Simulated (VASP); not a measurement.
# Li2S (Fm-3m) in VASP: notebook, part 2 of 2

VASP 6.6.1. Earlier steps stand in the parts before.

## 4. Single point, PBE (volume changed by -5%)

The input, INCAR:

```
SYSTEM = Li2S
PREC = Accurate
ENCUT = 750
EDIFF = 1E-6
ISMEAR = 0
SIGMA = 0.01
LREAL = .FALSE.
LASPH = .TRUE.
NELM = 120
ALGO = Normal
ISIF = 2
LWAVE = .FALSE.
LCHARG = .TRUE.
GGA = PE
LELF = .TRUE.
LVHAR = .TRUE.
NBANDS = 13
GGA_COMPAT = .FALSE.
```

The input, KPOINTS:

```
regular mesh
0
G
  6 6 6
  0 0 0
```

The input, POSCAR:

```
Li2S
1.0
    0.0000000000      2.7970597709      2.7970597709
    2.7970597709      0.0000000000      2.7970597709
    2.7970597709      2.7970597709      0.0000000000
Li S
2 1
Direct
    0.2500000000      0.2500000000      0.2500000000
    0.7500000000      0.7500000000      0.7500000000
    0.0000000000      0.0000000000      0.0000000000
```

Potentials or basis: VASP PAW PBE potentials, release 64 (Li_sv, S).

On the command line:

```console
> cat potpaw_PBE.64/Li_sv/POTCAR potpaw_PBE.64/S/POTCAR > POTCAR
> mpirun -np 1 vasp_std > vasp.out
```

OUTCAR:

```text
SYSTEM = Li2S
   PREC = Accurate
   ENCUT = 750
   EDIFF = 1E-6
   ISMEAR = 0
   LREAL = .FALSE.
   LASPH = .TRUE.
   NELM = 120
   ISIF = 2
   GGA = PE

 ion  position               nearest neighbor table
   1  0.250  0.250  0.250-   3 2.42   3 2.42   3 2.42   3 2.42
   2  0.750  0.750  0.750-   3 2.42   3 2.42   3 2.42   3 2.42
   3  0.000  0.000  0.000-   2 2.42   2 2.42   2 2.42   1 2.42   2 2.42   1 2.42   1 2.42   1 2.42

  LATTYP: Found a face centered cubic cell.
 ALAT       =     5.5941195418

  Lattice vectors:

 A1 = (   0.0000000000,   2.7970597709,   2.7970597709)
 A2 = (   2.7970597709,   0.0000000000,   2.7970597709)
 A3 = (   2.7970597709,   2.7970597709,   0.0000000000)

Analysis of symmetry for initial positions (statically):
=====================================================================
 Subroutine PRICEL returns:
 Original cell was already a primitive cell.

 Routine SETGRP: Setting up the symmetry group for a
 face centered cubic supercell.

 Subroutine GETGRP returns: Found 48 space group operations
 (whereof 48 operations were pure point group operations)
 out of a pool of 48 trial point group operations.

The static configuration has the point symmetry O_h .

Analysis of symmetry for dynamics (positions and initial velocities):
[... 170 lines left out ...]
     10       8.0642      0.00000
     11      13.1349      0.00000
     12      13.1349      0.00000
     13      14.5211      0.00000
[... 226 lines left out ...]
  band No.  band energies     occupation
      1     -42.2382      2.00000
      2     -42.2295      2.00000
      3      -8.7374      2.00000
      4      -0.3053      2.00000
      5      -0.0084      2.00000
      6       0.0669      2.00000
      7       6.5246      0.00000
      8       9.9231      0.00000
      9      10.4070      0.00000
     10      12.1499      0.00000
     11      13.7216      0.00000
     12      14.6530      0.00000
     13      14.6895      0.00000

------------------------ aborting loop because EDIFF is reached ----------------------------------------

  FORCE on cell =-STRESS in cart. coord.  units (eV):
  Direction    XX          YY          ZZ          XY          YZ          ZX
  --------------------------------------------------------------------------------------
  -------------------------------------------------------------------------------------
  Total        0.7010823      0.7010823      0.7010823     -0.0000000     -0.0000000     -0.0000000
  in kB       25.6651817     25.6651817     25.6651817     -0.0000000     -0.0000000     -0.0000000
  external PRESSURE =      25.6651817 kB  Pullay stress =       0.0000000 kB

 VOLUME and BASIS-vectors are now :
 -----------------------------------------------------------------------------
  energy-cutoff  :      750.00
  volume of cell :       43.77
      direct lattice vectors                 reciprocal lattice vectors
     0.000000000  2.797059771  2.797059771    -0.178759140  0.178759140  0.178759140
     2.797059771  0.000000000  2.797059771     0.178759140 -0.178759140  0.178759140
     2.797059771  2.797059771  0.000000000     0.178759140  0.178759140 -0.178759140

 POSITION                                       TOTAL-FORCE (eV/Angst)
 -----------------------------------------------------------------------------------
      1.39853      1.39853      1.39853         0.000000      0.000000     -0.000000
      4.19559      4.19559      4.19559        -0.000000     -0.000000      0.000000
      0.00000      0.00000      0.00000         0.000000      0.000000     -0.000000
 -----------------------------------------------------------------------------------
    total drift:                                0.000000      0.000000      0.000000

  FREE ENERGIE OF THE ION-ELECTRON SYSTEM (eV)
  ---------------------------------------------------
  free  energy   TOTEN  =       -11.9736898052 eV

  energy  without entropy=      -11.9736898052  energy(sigma->0) =      -11.97368981
```

OSZICAR:

```text
N       E                     dE             d eps       ncg     rms          rms(c)
DAV:   1     0.549964899344E+02    0.54996E+02   -0.66354E+03   416   0.116E+03
DAV:   2    -0.429514768221E+01   -0.59292E+02   -0.56420E+02   491   0.230E+02
DAV:   3    -0.121017021164E+02   -0.78066E+01   -0.77538E+01   817   0.529E+01
DAV:   4    -0.122670388147E+02   -0.16534E+00   -0.16529E+00   528   0.112E+01
DAV:   5    -0.122712013616E+02   -0.41625E-02   -0.41624E-02   672   0.125E+00    0.400E+00
DAV:   6    -0.119806702515E+02    0.29053E+00   -0.47970E-01   515   0.280E+00    0.303E+00
DAV:   7    -0.119636140469E+02    0.17056E-01   -0.13492E-01   584   0.167E+00    0.184E+00
DAV:   8    -0.119739144093E+02   -0.10300E-01   -0.25942E-02   529   0.897E-01    0.699E-01
DAV:   9    -0.119735520352E+02    0.36237E-03   -0.86525E-04   566   0.174E-01    0.458E-01
DAV:  10    -0.119736945199E+02   -0.14248E-03   -0.11286E-03   456   0.168E-01    0.214E-01
DAV:  11    -0.119736875663E+02    0.69536E-05   -0.52391E-05   595   0.512E-02    0.927E-02
DAV:  12    -0.119736899813E+02   -0.24150E-05   -0.20353E-06   541   0.109E-02    0.608E-02
DAV:  13    -0.119736898052E+02    0.17611E-06   -0.89781E-06   549   0.144E-02
   1 F= -.11973690E+02 E0= -.11973690E+02  d E =-.654919-147
```

stdout:

```text
POSCAR found type information on POSCAR LiS
 POSCAR found :  2 types and       3 ions
 scaLAPACK will be used
 LDA part: xc-table for (Slater+PW92), standard interpolation
 POSCAR, INCAR and KPOINTS ok, starting setup
 FFT: planning ... GRIDC
 FFT: planning ... GRID_SOFT
 FFT: planning ... GRID
 WAVECAR not read
 entering main loop
```

Wall time 8.8 s (1 thread of Intel Xeon 6975P-C (Granite Rapids), shared host); peak memory 0.19 GiB.

What came out:

```yaml
Free_energy: -11.9737 eV
Pressure: 2.6 GPa
Band_gap_on_the_k_mesh: 3.35 eV, indirect (least direct gap 4.56 eV)
```

Levels at points of the mesh, in eV from the valence-band top:
```csv
k point,band 4,band 5,band 6,band 7,band 8,band 9
"(0.00, 0.00, 0.00)",0.00,0.00,0.00,4.56,6.25,6.25
"(0.50, 0.00, 0.00)",-3.06,-0.55,-0.55,6.37,6.60,6.60
"(0.50, 0.50, 0.00)",-2.28,-1.53,-1.53,3.35,7.23,11.50
```

## 5. Summary

```csv
cell,k mesh,gap on the mesh (eV),pressure (GPa)
"a = 4.090 Å, angles 60.0°, 3 atoms",4 × 4 × 4,3.41,-1.6
"a = 4.154 Å, angles 60.0°, 3 atoms",4 × 4 × 4,3.43,-3.1
"a = 3.956 Å, angles 60.0°, 3 atoms",6 × 6 × 6,3.35,2.6
```

Alike in all rows: task single point; level PBE; potentials or basis VASP PAW PBE potentials, release 64 (Li_sv, S); no spin polarisation; cutoff (eV) 750; smearing gaussian 0.01 eV.

Caveats: some runs use coarse meshes.

Absolute energies hang on the potentials; compare differences alone.
